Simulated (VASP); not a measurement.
# Al3Cu2 (P-3m1) in VASP: notebook

Runs on Al3Cu2. Level: r2SCAN. Tasks: single point.

All numbers are computed with VASP 6.6.1; they aren't measurements. Logs are shortened: lines on timing, memory, paths and dates and some standing lists are left out, and cuts for length are marked.

### 1 The cell of the first run

The structure is trigonal, space group P-3m1 (No. 164). The conventional cell has a = 4.102 Å, b = 4.102 Å, c = 4.990 Å, α = 90.00°, β = 90.00°, γ = 120.00°. Al (site symmetry -3m) has 6 Cu at 2.50 Å and 6 Al at 2.94 Å within 3.3 Å. Al (site symmetry 3m) has 5 Cu at 2.44 to 2.55 Å and 6 Al at 2.80 to 2.94 Å within 3.2 Å. Cu (site symmetry 3m) has 8 Al at 2.44 to 2.55 Å and 3 Cu at 2.86 Å within 3.2 Å.

### 2 Single point, r2SCAN

Contents of POSCAR:

```
Al3Cu2
1.0
    4.1016932487      0.0000000000      0.0000000000
   -2.0508466244      3.5521705519      0.0000000000
    0.0000000000      0.0000000000      4.9903784748
Al Cu
3 2
Direct
    0.0000000000      0.0000000000      0.0000000000
    0.3333333333      0.6666666667      0.3500982580
    0.6666666667      0.3333333333      0.6499017420
    0.3333333333      0.6666666667      0.8400380847
    0.6666666667      0.3333333333      0.1599619153
```

Contents of INCAR.step1:

```
PREC     = Accurate       # precision mode
ENCUT    = 520            # plane-wave cutoff, eV
ISMEAR   = 0              # smearing method
SIGMA    = 0.1            # smearing width, eV
LREAL    = F              # projectors in reciprocal space
LASPH    = T              # aspherical terms in the spheres
NELM     = 60             # most SCF steps
NBANDS   = 24             # bands
GGA      = PE             # functional
ALGO     = Normal         # electronic algorithm
EDIFF    = 1E-4           # SCF threshold, eV
LWAVE    = T              # write WAVECAR
LCHARG   = F              # write CHGCAR
```

Contents of INCAR.step2:

```
PREC     = Accurate       # precision mode
ENCUT    = 520            # plane-wave cutoff, eV
EDIFF    = 1E-6           # SCF threshold, eV
ISMEAR   = 0              # smearing method
SIGMA    = 0.1            # smearing width, eV
LREAL    = F              # projectors in reciprocal space
LASPH    = T              # aspherical terms in the spheres
NELM     = 60             # most SCF steps
ALGO     = Normal         # electronic algorithm
ISIF     = 2              # what is computed and relaxed
LWAVE    = F              # write WAVECAR
LCHARG   = T              # write CHGCAR
METAGGA  = R2SCAN         # meta-GGA
LMIXTAU  = T            
LELF     = T              # ELF
LVHAR    = T            
NBANDS   = 24             # bands
ISTART   = 1
```

Contents of KPOINTS:

```
Automatic mesh
0
Gamma
  12 12 8
```

Potentials or basis: VASP PAW PBE potentials, release 64 (Al, Cu).

The run is started by

```
$ cat potpaw_PBE.64/Al/POTCAR potpaw_PBE.64/Cu/POTCAR > POTCAR
$ cp INCAR.step1 INCAR
$ mpirun -np 1 vasp_std > vasp.out
$ cp INCAR.step2 INCAR
$ mpirun -np 1 vasp_std > vasp.out
```

OUTCAR:

```text
PREC = Accurate
   ENCUT = 520
   EDIFF = 1E-6
   ISMEAR = 0
   LREAL = F
   LASPH = T
   NELM = 60
   ISIF = 2
   METAGGA = R2SCAN
   ISTART = 1

 ion  position               nearest neighbor table
   1  0.000  0.000  0.000-   4 2.50   5 2.50   5 2.50   4 2.50   5 2.50   4 2.50   2 2.94   3 2.94
                             2 2.94   3 2.94   3 2.94   2 2.94
   2  0.333  0.667  0.350-   4 2.44   4 2.55   5 2.55   5 2.55   5 2.55   3 2.80   3 2.80   3 2.80
                             1 2.94   1 2.94   1 2.94
   3  0.667  0.333  0.650-   5 2.44   5 2.55   4 2.55   4 2.55   4 2.55   2 2.80   2 2.80   2 2.80
                             1 2.94   1 2.94   1 2.94
   4  0.333  0.667  0.840-   2 2.44   1 2.50   1 2.50   1 2.50   2 2.55   3 2.55   3 2.55   3 2.55

   5  0.667  0.333  0.160-   3 2.44   1 2.50   1 2.50   1 2.50   3 2.55   2 2.55   2 2.55   2 2.55

  LATTYP: Found a hexagonal cell.
 ALAT       =     4.1016932487
 C/A-ratio  =     1.2166630151

  Lattice vectors:

 A1 = (   4.1016932487,   0.0000000000,   0.0000000000)
 A2 = (  -2.0508466244,   3.5521705519,   0.0000000000)
 A3 = (   0.0000000000,   0.0000000000,   4.9903784748)

Analysis of symmetry for initial positions (statically):
=====================================================================
 Subroutine PRICEL returns:
 Original cell was already a primitive cell.

 Routine SETGRP: Setting up the symmetry group for a
 hexagonal supercell.

 Subroutine GETGRP returns: Found 12 space group operations
 (whereof 12 operations were pure point group operations)
 out of a pool of 24 trial point group operations.

The static configuration has the point symmetry D_3d.

Analysis of symmetry for dynamics (positions and initial velocities):
=====================================================================
 Subroutine PRICEL returns:
 Original cell was already a primitive cell.

 Routine SETGRP: Setting up the symmetry group for a
 hexagonal supercell.

 Subroutine GETGRP returns: Found 12 space group operations
 (whereof 12 operations were pure point group operations)
 out of a pool of 24 trial point group operations.

The dynamic configuration has the point symmetry D_3d.

 Subroutine INISYM returns: Found 12 space group operations
 (whereof 12 operations are pure point group operations),
 and found     1 'primitive' translations

----------------------------------------------------------------------------------------

[... 95 lines left out ...]
   LASPH  =      T    aspherical Exc in radial PAW
   ENCUT  =  520.0 eV  38.22 Ry    6.18 a.u.   7.63  7.63  9.28*2*pi/ulx,y,z
   NELM   =     60;   NELMIN=  2; NELMDL=  0     # of ELM steps
   EDIFF  = 0.1E-05   stopping-criterion for ELM
   LREAL  =      F    real-space projection
   EDIFFG = 0.1E-04   stopping-criterion for IOM
   NSW    =      0    number of steps for IOM
   IBRION =     -1    ionic relax: 0-MD 1-quasi-New 2-CG
   NFREE  =      0    steps in history (QN), initial steepest desc. (CG)
   ISIF   =      2    stress and relaxation
   ISYM   =      2    0-nonsym 1-usesym 2-fastsym
   POTIM  = 0.5000    time-step for ionic-motion
   TEBEG  =    0.0;   TEEND  =   0.0 temperature during run
   PSTRESS=    0.0 pullay stress
   NELECT =      31.0000    total number of electrons
   NUPDOWN=      -1.0000    fix difference up-down
   EMIN   =  10.00;   EMAX   =-10.00  energy-range for DOS
   EFERMI =   0.00;   METHOD = LEGACY
   ISMEAR =     0;   SIGMA  =   0.10  broadening in eV -4-tet -1-fermi 0-gaus
   EFERMI_NEDOS =   21; number of points for ismear=-14 and -15
   IALGO  =     38    algorithm
   IMIX   =      4    mixing-type and parameters
     AMIX     =   0.40;   BMIX     =  1.00
     AMIX_MAG =   1.60;   BMIX_MAG =  1.00
  volume/ion in A,a.u.               =      14.54        98.13
  Fermi-wavevector in a.u.,A,eV,Ry     =   1.232155  2.328435 20.656436  1.518205
  Thomas-Fermi vector in A             =   2.366936
   LORBIT       =      0    0 simple, 1 ext, 2 COOP (PROOUT), +10 PAW based schemes
   METAGGA = R2SCAN    functional components
   LHFCALC =     F    Hartree Fock is set to
   AEXX    =    0.0000 exact exchange contribution
   IVDW    =     0    specifies the selected vdW correction
   LEPSILON=     F    determine dielectric tensor
   LRPA    =     F    only Hartree local field effects (RPA)
 non-spin polarized calculation
 Gauss-broadening in eV      SIGMA  =   0.10
  energy-cutoff  :      520.00
  volume of cell :       72.71
 maximum number of plane-waves:      2010
 NGX is ok and might be reduce to    32
   NGX = 15   NGY = 15   NGZ = 19

 number of electron      31.0000005 magnetization

 Free energy of the ion-electron system (eV)
  ---------------------------------------------------
  ext. energy  EPLUGINS =         0.00000000
  ---------------------------------------------------
  free energy    TOTEN  =       -42.81854031 eV

  energy without entropy =      -42.81256054  energy(sigma->0) =      -42.81555043

 E-fermi :   8.3083     XC(G=0): -11.7453

 val. band max:        8.3072934147   @ k =   0.3333   0.1667   0.1250
 cond. band min:       8.3101430301   @ k =   0.3333   0.0833   0.0000
 fundamental gap:      0.0028496154
 Fermi energy:         8.3083061476

 k-point     1 :       0.0000    0.0000    0.0000
  band No.  band energies     occupation
      1      -3.5319      2.00000
      2       1.5940      2.00000
      3       2.1614      2.00000
      4       2.7528      2.00000
      5       2.7529      2.00000
      6       3.1167      2.00000
[... 637 lines left out ...]
     23      14.2667      0.00000
     24      14.6373      0.00000

 [... further k-points ...]
[... 5 lines left out ...]
  --------------------------------------------------------------------------------------
  -------------------------------------------------------------------------------------
  Total       -0.0499051     -0.0499051     -0.0490760      0.0000000      0.0000000      0.0000000
  in kB       -1.0996772     -1.0996772     -1.0814079      0.0000000      0.0000000      0.0000000
  external PRESSURE =      -1.0935875 kB  Pullay stress =       0.0000000 kB

 VOLUME and BASIS-vectors are now :
 -----------------------------------------------------------------------------
  energy-cutoff  :      520.00
  volume of cell :       72.71
      direct lattice vectors                 reciprocal lattice vectors
     4.101693249  0.000000000  0.000000000     0.243801752  0.140759007  0.000000000
    -2.050846624  3.552170552  0.000000000     0.000000000  0.281518014  0.000000000
     0.000000000  0.000000000  4.990378475     0.000000000  0.000000000  0.200385603

 POSITION                                       TOTAL-FORCE (eV/Angst)
 -----------------------------------------------------------------------------------
      0.00000      0.00000      0.00000        -0.000000      0.000000     -0.000000
     -0.00000      2.36811      1.74712         0.000000      0.000000      0.005287
      2.05085      1.18406      3.24326        -0.000000     -0.000000     -0.005287
     -0.00000      2.36811      4.19211        -0.000000      0.000000      0.002473
      2.05085      1.18406      0.79827        -0.000000     -0.000000     -0.002473
 -----------------------------------------------------------------------------------
    total drift:                               -0.000000      0.000000     -0.000000

  FREE ENERGIE OF THE ION-ELECTRON SYSTEM (eV)
  ---------------------------------------------------
  free  energy   TOTEN  =       -42.8185403085 eV

  energy  without entropy=      -42.8125605437  energy(sigma->0) =      -42.81555043
```

OUTCAR.step1:

```text
PREC = Accurate
   ENCUT = 520
   ISMEAR = 0
   LREAL = F
[... 886 lines left out ...]
     -0.00000      2.36811      1.74712        -0.000000     -0.000000      0.081022
      2.05085      1.18406      3.24326        -0.000000      0.000000     -0.081022
     -0.00000      2.36811      4.19211        -0.000000      0.000000     -0.006967
      2.05085      1.18406      0.79827         0.000000     -0.000000      0.006967
 -----------------------------------------------------------------------------------
    total drift:                               -0.000000      0.000000     -0.000000

  FREE ENERGIE OF THE ION-ELECTRON SYSTEM (eV)
  ---------------------------------------------------
  free  energy   TOTEN  =       -19.4561404113 eV

  energy  without entropy=      -19.4491668963  energy(sigma->0) =      -19.45265365
```

Wall time 7.5 min (1 thread of Intel Xeon Platinum 8488C (Sapphire Rapids), shared host); peak memory 0.33 GiB.

Results:

- Free energy: -42.8185 eV
- Pressure: -0.1 GPa
- Largest force: 0.005 eV/Å

Forces on the atoms (eV/Å):
```
Al   0.000  0.000  0.000
Al   0.000  0.000  0.005
Al   0.000  0.000 -0.005
Cu   0.000  0.000  0.002
Cu   0.000  0.000 -0.002
```

Caveat: the PAW data sets were made with another functional, which shifts forces and pressure a little.

(Part 1 of 2 ends here.)
